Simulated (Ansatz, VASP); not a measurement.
## One calculation of Cu, two programs

The input INCAR:

```
  PREC = Accurate
  ENCUT = 520
  EDIFF = 1E-6
  ISMEAR = 0
  SIGMA = 0.15
  LREAL = False
  LASPH = True
  NELM = 100
  ALGO = Fast
  ISIF = 2
  LWAVE = False
  LCHARG = False
  GGA = PE
  NBANDS = 12
```

File KPOINTS:

```
regular mesh
0
Gamma
  22 22 22
```

POSCAR

```
Cu
1.0
    0.0000000000      1.7532750000      1.7803875000
    1.7532750000      0.0000000000      1.7803875000
    1.7532750000      1.7532750000      0.0000000000
Cu
1
Direct
    0.0000000000      0.0000000000      0.0000000000
```

Input for Ansatz:

```yaml
crystal:
  lattice:
    - [0.0, 1.753275, 1.7803875]
    - [1.753275, 0.0, 1.7803875]
    - [1.753275, 1.753275, 0.0]
  atoms:
    - { symbol: Cu, position: [0.0, 0.0, 0.0] }
basis:
  ecutwfc: 420
kpoints:
  mp_grid: { grid: [22, 22, 22] }
hamiltonian:
  xc: pbe
scf:
  occupations: { method: gaussian, width: 0.15 }
output:
  forces: true
  stress: true
  eigenvalues: true
```

Change from the starting cell: strain -0.030 along x and y, -0.015 along z, atoms carried along.

Alike in both runs: task single point; functional PBE; k mesh 22 × 22 × 22; occupations gaussian, width 0.15 eV; no spin polarisation.

```csv
,VASP,Ansatz
version,VASP 6.6.1,Ansatz 0.2.0
potentials or method,"VASP PAW PBE potentials, release 64 (Cu), cutoff 520 eV","scalar-relativistic, plane waves, PAW"
valence electrons in the cell,11,19
```

|  | VASP | Ansatz | Ansatz less VASP |
| --- | --- | --- | --- |
| gap on the k mesh at the Fermi level (eV) | none | none | - |
| pressure (GPa) | 16.4 | 15.6 | -0.88 |
| traceless stress, the component that is largest in VASP (GPa) | -0.79 | -0.79 | 0.000 |

A gap of «none» marks a metal or a gap that the smearing closes. VASP's potentials hold 11 valence electrons a cell and Ansatz's 19, so a difference there can come from the potentials and not from the codes.
